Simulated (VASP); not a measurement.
Input of a VASP 6.6.1 run:

The input INCAR:

```
PREC = Accurate
ENCUT = 520
EDIFF = 1E-6
ISMEAR = -1
SIGMA = 0.05
LREAL = False
LASPH = True
NELM = 80
ALGO = Normal
ISIF = 2
LWAVE = False
LCHARG = False
GGA = PS
NBANDS = 16
```

File KPOINTS:

```
Automatic mesh
0
Gamma
  13 13 12
```

Contents of POSCAR:

```
WC
1.0
    2.9197106146      0.0000000000      0.0000000000
   -1.4598553073      2.5285435639      0.0000000000
    0.0000000000      0.0000000000      2.8477356453
W C
1 1
Direct
    0.0000000000      0.0000000000      0.0000000000
    0.6666666667      0.3333333333      0.5000000000
```

Potentials or basis: VASP PAW PBE potentials, release 64 (W_sv, C).

Command:

```bash
$ cat potpaw_PBE.64/W_sv/POTCAR potpaw_PBE.64/C/POTCAR > POTCAR
$ mpirun -np 1 vasp_std > vasp.out
```

Q: What does it give for the band gap on the k mesh?

A: Zero (bands 9 and 10 overlap by 1.25 eV).

Q: What does it give for the pressure?

A: -7.4 GPa.

Stress tensor (GPa, compression positive):
```
-6.95  0.00  0.00
 0.00 -6.95  0.00
 0.00  0.00 -8.23
```

Caveat: the cell stands under tension; the PAW data sets were made with another functional, which shifts forces and pressure a little; spin-orbit coupling is left out, which moves the levels of the heavy elements.
